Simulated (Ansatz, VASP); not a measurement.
Two plane-wave programs on Cu5Mo

```xyz
6
Lattice="0.0000 3.3753 3.3753 3.3753 0.0000 3.3753 3.3753 3.3753 0.0000" Properties=species:S:1:pos:R:3 pbc="T T T"
Cu    1.6876    1.6876    1.6876
Cu    4.2185    2.5321    2.5321
Cu    4.2185    4.2185    4.2185
Cu    2.5321    2.5321    4.2185
Cu    2.5321    4.2185    2.5321
Mo    0.0000    0.0000    0.0000
```

Change from the starting cell: species swapped into the TmCu5 type (F-43m, No. 216).

Alike in both runs: functional PBE; k mesh 4 × 4 × 4; occupations gaussian, width 0.2 eV; no spin polarisation.

Ansatz relaxed the structure, and its values are those at the end. VASP's run is a single point on that final structure, the one shown.

```csv
,VASP,Ansatz
version,VASP 6.6.1,Ansatz 0.2.0
potentials or method,"VASP PAW PBE potentials, release 64 (Cu, Mo_sv), cutoff 600 eV","scalar-relativistic, plane waves, PAW"
valence electrons in the cell,69,109
```

|  | VASP | Ansatz | Ansatz less VASP |
| --- | --- | --- | --- |
| gap on the k mesh at the Fermi level (eV) | none | none | - |
| pressure (GPa) | 0.5 | 0.0 | -0.58 |

A gap of «none» marks a metal or a gap that the smearing closes. The functional is the same, so the differences come from potentials, cutoffs and numerics. VASP's potentials hold 69 valence electrons a cell and Ansatz's 109, so a difference there can come from the potentials and not from the codes.

The k mesh is coarse, so the values compare programs but aren't converged.
